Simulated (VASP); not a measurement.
# Hg (P6/mmm) in VASP: a series of runs

Hg is run at these levels: PBE; tasks: single point.

Program: VASP 6.6.1. These are calculated values, not measurements. Logs are shortened: lines on timing, memory, paths and dates and some standing lists are left out, and cuts for length are marked.

## Step 1: The cell of the first run

The structure is hexagonal, space group P6/mmm (No. 191). The conventional cell has a = 3.154 Å, b = 3.154 Å, c = 2.956 Å, α = 90.00°, β = 90.00°, γ = 120.00°. Within 3.9 Å of Hg (site symmetry 6/mmm) lie 8 Hg at 2.96 to 3.15 Å.

## Step 2: Single point, PBE

INCAR

```
SYSTEM = Hg
  PREC = Accurate
  ENCUT = 520
  EDIFF = 1E-6
  ISMEAR = -1
  SIGMA = 0.1
  LREAL = .FALSE.
  LASPH = .TRUE.
  NELM = 80
  ALGO = Normal
  ISIF = 2
  LWAVE = .FALSE.
  LCHARG = .TRUE.
  GGA = PE
  LELF = .TRUE.
  LVHAR = .TRUE.
  NBANDS = 12
```

KPOINTS

```
regular mesh
0
G
  13 13 12
  0 0 0
```

POSCAR

```
Hg
1.0
    3.1543883383      0.0000000000      0.0000000000
   -1.5771941692      2.7317804344      0.0000000000
    0.0000000000      0.0000000000      2.9555001537
Hg
1
Direct
    0.0000000000      0.0000000000      0.0000000000
```

Potentials or basis: VASP PAW PBE potentials, release 64 (Hg).

The run is started by

```
$ cat potpaw_PBE.64/Hg/POTCAR > POTCAR
$ mpirun -np 1 vasp_std > vasp.out
```

OUTCAR:

```text
SYSTEM = Hg
   PREC = Accurate
   ENCUT = 520
   EDIFF = 1E-6
   ISMEAR = -1
   LREAL = .FALSE.
   LASPH = .TRUE.
   NELM = 80
   ISIF = 2
   GGA = PE

 ion  position               nearest neighbor table
   1  0.000  0.000  0.000-

  LATTYP: Found a hexagonal cell.
 ALAT       =     3.1543883383
 C/A-ratio  =     0.9369487320

  Lattice vectors:

 A1 = (   3.1543883383,   0.0000000000,   0.0000000000)
 A2 = (  -1.5771941692,   2.7317804344,   0.0000000000)
 A3 = (   0.0000000000,   0.0000000000,   2.9555001537)

Analysis of symmetry for initial positions (statically):
=====================================================================
 Subroutine PRICEL returns:
 Original cell was already a primitive cell.

 Routine SETGRP: Setting up the symmetry group for a
 hexagonal supercell.

 Subroutine GETGRP returns: Found 24 space group operations
 (whereof 24 operations were pure point group operations)
 out of a pool of 24 trial point group operations.

The static configuration has the point symmetry D_6h.

Analysis of symmetry for dynamics (positions and initial velocities):
=====================================================================
 Subroutine PRICEL returns:
 Original cell was already a primitive cell.

 Routine SETGRP: Setting up the symmetry group for a
 hexagonal supercell.

 Subroutine GETGRP returns: Found 24 space group operations
 (whereof 24 operations were pure point group operations)
 out of a pool of 24 trial point group operations.

The dynamic configuration has the point symmetry D_6h.

 Subroutine INISYM returns: Found 24 space group operations
 (whereof 24 operations are pure point group operations),
 and found     1 'primitive' translations

----------------------------------------------------------------------------------------

                                     Primitive cell

  volume of cell :      25.4678

  direct lattice vectors                    reciprocal lattice vectors
     3.154388338  0.000000000  0.000000000     0.317018671  0.183030815  0.000000000
    -1.577194169  2.731780434  0.000000000     0.000000000  0.366061631  0.000000000
     0.000000000  0.000000000  2.955500154     0.000000000  0.000000000  0.338352207

  length of vectors
     3.154388338  3.154388338  2.955500154     0.366061631  0.366061631  0.338352207

  position of ions in fractional coordinates (direct lattice)
     0.000000000  0.000000000  0.000000000

[... 75 lines left out ...]
   EDIFF  = 0.1E-05   stopping-criterion for ELM
   LREAL  =      F    real-space projection
   EDIFFG = 0.1E-04   stopping-criterion for IOM
   NSW    =      0    number of steps for IOM
   IBRION =     -1    ionic relax: 0-MD 1-quasi-New 2-CG
   NFREE  =      0    steps in history (QN), initial steepest desc. (CG)
   ISIF   =      2    stress and relaxation
   ISYM   =      2    0-nonsym 1-usesym 2-fastsym
   POTIM  = 0.5000    time-step for ionic-motion
   TEBEG  =    0.0;   TEEND  =   0.0 temperature during run
   PSTRESS=    0.0 pullay stress
   NELECT =      12.0000    total number of electrons
   NUPDOWN=      -1.0000    fix difference up-down
   EMIN   =  10.00;   EMAX   =-10.00  energy-range for DOS
   EFERMI =   0.00;   METHOD = LEGACY
   ISMEAR =    -1;   SIGMA  =   0.10  broadening in eV -4-tet -1-fermi 0-gaus
   EFERMI_NEDOS =   21; number of points for ismear=-14 and -15
   IALGO  =     38    algorithm
   IMIX   =      4    mixing-type and parameters
     AMIX     =   0.40;   BMIX     =  1.00
     AMIX_MAG =   1.60;   BMIX_MAG =  1.00
  volume/ion in A,a.u.               =      25.47       171.87
  Fermi-wavevector in a.u.,A,eV,Ry     =   1.273908  2.407336 22.080087  1.622841
  Thomas-Fermi vector in A             =   2.406705
   LORBIT       =      0    0 simple, 1 ext, 2 COOP (PROOUT), +10 PAW based schemes
   GGA     = PE    functional components
   LHFCALC =     F    Hartree Fock is set to
   AEXX    =    0.0000 exact exchange contribution
   IVDW    =     0    specifies the selected vdW correction
   LEPSILON=     F    determine dielectric tensor
   LRPA    =     F    only Hartree local field effects (RPA)
 non-spin polarized calculation
  energy-cutoff  :      520.00
  volume of cell :       25.47
 maximum number of plane-waves:       701
 NGX is ok and might be reduce to    24
   NGX = 11   NGY = 11   NGZ = 11

 number of electron      12.0000001 magnetization

 Free energy of the ion-electron system (eV)
  ---------------------------------------------------
  ext. energy  EPLUGINS =         0.00000000
  ---------------------------------------------------
  free energy    TOTEN  =        -0.14569872 eV

  energy without entropy =       -0.13483667  energy(sigma->0) =       -0.14026770

 E-fermi :   2.3077     XC(G=0): -10.3948

 val. band max:        2.2581389582   @ k =   0.4615  -0.0000   0.4167
 cond. band min:       2.3813602274   @ k =   0.3846   0.2308   0.0000
 fundamental gap:      0.1232212692
 Fermi energy:         2.3076847018

 k-point     1 :       0.0000    0.0000    0.0000
  band No.  band energies     occupation
      1      -6.3787      2.00000
      2      -5.8238      2.00000
      3      -4.7434      2.00000
      4      -4.7434      2.00000
      5      -3.6166      2.00000
      6      -3.6166      2.00000
      7      12.5332      0.00000
      8      15.2984      0.00000
      9      15.2984      0.00000
     10      15.7367      0.00000
     11      17.0526      0.00000
     12      20.4349      0.00000
[... 331 lines left out ...]
 k-point    24 :       0.1538    0.0000    0.0833
  band No.  band energies     occupation
      1      -5.7628      2.00000
      2      -5.6079      2.00000
      3      -4.7920      2.00000
      4      -4.4953      2.00000
      5      -3.8035      2.00000
      6      -3.6987      2.00000
      7      11.4205      0.00000
      8      11.9128      0.00000
      9      13.9362      0.00000
     10      15.6506      0.00000
     11      18.9970      0.00000
     12      21.8806      0.00000

 [... further k-points ...]
[... 5 lines left out ...]
  --------------------------------------------------------------------------------------
  -------------------------------------------------------------------------------------
  Total        0.5133170      0.5133170      0.5347286     -0.0000000      0.0000000     -0.0000000
  in kB       32.2926947     32.2926947     33.6396941     -0.0000000      0.0000000     -0.0000000
  external PRESSURE =      32.7416945 kB  Pullay stress =       0.0000000 kB

 VOLUME and BASIS-vectors are now :
 -----------------------------------------------------------------------------
  energy-cutoff  :      520.00
  volume of cell :       25.47
      direct lattice vectors                 reciprocal lattice vectors
     3.154388338  0.000000000  0.000000000     0.317018671  0.183030815  0.000000000
    -1.577194169  2.731780434  0.000000000     0.000000000  0.366061631  0.000000000
     0.000000000  0.000000000  2.955500154     0.000000000  0.000000000  0.338352207

 POSITION                                       TOTAL-FORCE (eV/Angst)
 -----------------------------------------------------------------------------------
      0.00000      0.00000      0.00000        -0.000000      0.000000      0.000000
 -----------------------------------------------------------------------------------
    total drift:                                0.000000      0.000000      0.000000

  FREE ENERGIE OF THE ION-ELECTRON SYSTEM (eV)
  ---------------------------------------------------
  free  energy   TOTEN  =        -0.1456987247 eV

  energy  without entropy=       -0.1348366701  energy(sigma->0) =       -0.14026770
```

It took 19 s on 1 thread of Intel Xeon Platinum 8375C at 2.90GHz (Ice Lake), shared host; peak memory 0.17 GiB.

What came out:

```yaml
Free_energy: -0.1457 eV
Pressure: 3.3 GPa
Band_gap_on_the_k_mesh: zero (bands 6 and 7 overlap by 4.17 eV)
```

Caveat: the cell stands under pressure; spin-orbit coupling is left out, which moves the levels of the heavy elements.

## Step 3: Single point, PBE

This run uses another cell than the first one, of 28.30 Å³/atom.

INCAR

```
SYSTEM = Hg
ALGO = Normal
EDIFF = 1E-6
ENCUT = 520
GGA = PE
ISIF = 2
ISMEAR = -1
LASPH = .TRUE.
LCHARG = .FALSE.
LREAL = .FALSE.
LWAVE = .FALSE.
NBANDS = 12
NELM = 60
PREC = Accurate
SIGMA = 0.1
```

KPOINTS

```
k-points
0
G
  13 13 12
  0 0 0
```

POSCAR

```
Hg
1.0
    3.2723188832      0.0000000000      0.0000000000
   -1.6361594416      2.8339112822      0.0000000000
    0.0000000000      0.0000000000      3.0514591247
Hg
1
Direct
    0.0000000000      0.0000000000      0.0000000000
```

Potentials or basis: VASP PAW PBE potentials, release 64 (Hg).

The run is started by

```
$ cat potpaw_PBE.64/Hg/POTCAR > POTCAR
$ mpirun -np 1 vasp_std > vasp.out
```

It took 18 s on 1 thread of Intel Xeon Platinum 8375C at 2.90GHz (Ice Lake), shared host; peak memory 0.17 GiB.

Results (log left out):

| Property | Result |
| --- | --- |
| Free energy | -0.1738 eV |
| Pressure | 0.2 GPa |
| Band gap on the k mesh | zero (bands 6 and 7 overlap by 3.10 eV) |

Stress tensor (GPa, compression positive):
```
0.17 0.00 0.00
0.00 0.17 0.00
0.00 0.00 0.28
```

Levels at points of the mesh, in eV from the Fermi level:
| k point | band 2 | band 3 | band 4 | band 5 | band 6 | band 7 | band 8 | band 9 | band 10 | band 11 |
| --- | --- | --- | --- | --- | --- | --- | --- | --- | --- | --- |
| (0.00, 0.00, 0.00) | -7.65 | -6.76 | -6.76 | -5.85 | -5.85 | 9.80 | 12.01 | 12.01 | 13.14 | 13.90 |
| (0.00, 0.00, 0.50) | -6.64 | -6.64 | -6.43 | -6.43 | -2.79 | -1.46 | 15.68 | 16.02 | 16.41 | 16.41 |

Caveat: spin-orbit coupling is left out, which moves the levels of the heavy elements.

The gap in the log of VASP goes by the Fermi energy; the results here count the filled bands.